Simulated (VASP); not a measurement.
A run of VASP 6.6.1:

File INCAR:

```
PREC = Accurate ; ENCUT = 520
EDIFF = 1E-6 ; ISMEAR = 0
SIGMA = 0.15 ; LREAL = False
LASPH = True ; NELM = 100
ALGO = Normal ; ISIF = 2
LWAVE = False ; LCHARG = False
GGA = PS ; NBANDS = 10
```

KPOINTS

```
regular mesh
0
Gamma
  22 22 22
```

The input POSCAR:

```
I
1.0
   -1.5220843711      1.5220843711      4.8160055811
    1.5220843711     -1.5220843711      4.8160055811
    1.5220843711      1.5220843711     -4.8160055811
I
1
Direct
    0.0000000000      0.0000000000      0.0000000000
```

Potentials or basis: VASP PAW PBE potentials, release 64 (I).

Run with:

```bash
$ cat potpaw_PBE.64/I/POTCAR > POTCAR
$ mpirun -np 1 vasp_std > vasp.out
```

Hardware: 1 thread of Intel(R) Xeon(R) Platinum 8559C (Emerald Rapids), with other jobs on the host.

Q: How long does it take, and how much memory?

A: It took 5.1 min on 1 thread of Intel(R) Xeon(R) Platinum 8559C (Emerald Rapids) (shared host), peak memory 0.5 GiB. Counts: scf iterations 11, k points 834.
